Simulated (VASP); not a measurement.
A run of VASP 6.6.1:

POSCAR

```
Mn
1.0
    2.4836457705      0.0000000000      0.0000000000
   -1.2418228852      2.1509003313      0.0000000000
    0.0000000000      0.0000000000      4.0261950000
Mn
2
Direct
    0.6666666700      0.3333333300      0.7500000000
    0.3333333300      0.6666666700      0.2500000000
```

File INCAR.step1:

```
ALGO = Normal ; EDIFF = 1E-4
ENCUT = 600 ; GGA = PE
ISMEAR = 0 ; ISPIN = 2
LASPH = T ; LCHARG = F
LMAXMIX = 4 ; LREAL = F
LWAVE = T ; MAGMOM = 0.2 0.2
NELM = 150 ; PREC = Accurate
SIGMA = 0.1
```

The input INCAR.step2:

```
ALGO = Normal ; EDIFF = 1E-6
EDIFFG = -0.05 ; ENCUT = 600
IBRION = 2 ; ISIF = 3
ISMEAR = 0 ; ISPIN = 2
ISTART = 1 ; LASPH = T
LCHARG = F ; LMAXMIX = 4
LMIXTAU = T ; LORBIT = 11
LREAL = F ; LWAVE = F
MAGMOM = 0.2 0.2 ; METAGGA = R2SCAN
NELM = 150 ; NSW = 100
PREC = Accurate ; SIGMA = 0.1
```

File KPOINTS:

```
k-points
0
Gamma
  9 9 6
```

Potentials or basis: VASP PAW PBE potentials, release 64 (Mn_pv).

The run is started by

```console
$ cat potpaw_PBE.64/Mn_pv/POTCAR > POTCAR
$ cp INCAR.step1 INCAR
$ mpirun -np 1 vasp_std > vasp.out
$ cp INCAR.step2 INCAR
$ mpirun -np 1 vasp_std > vasp.out
```

Hardware: 1 thread of Intel(R) Xeon(R) 6975P-C (Granite Rapids), on a shared host.

Estimate the wall time of this run.

Wall time 3.5 min on 1 thread of Intel(R) Xeon(R) 6975P-C (Granite Rapids), on a shared host, peak memory 0.17 GiB. Counts: k points 48, ion steps 3.
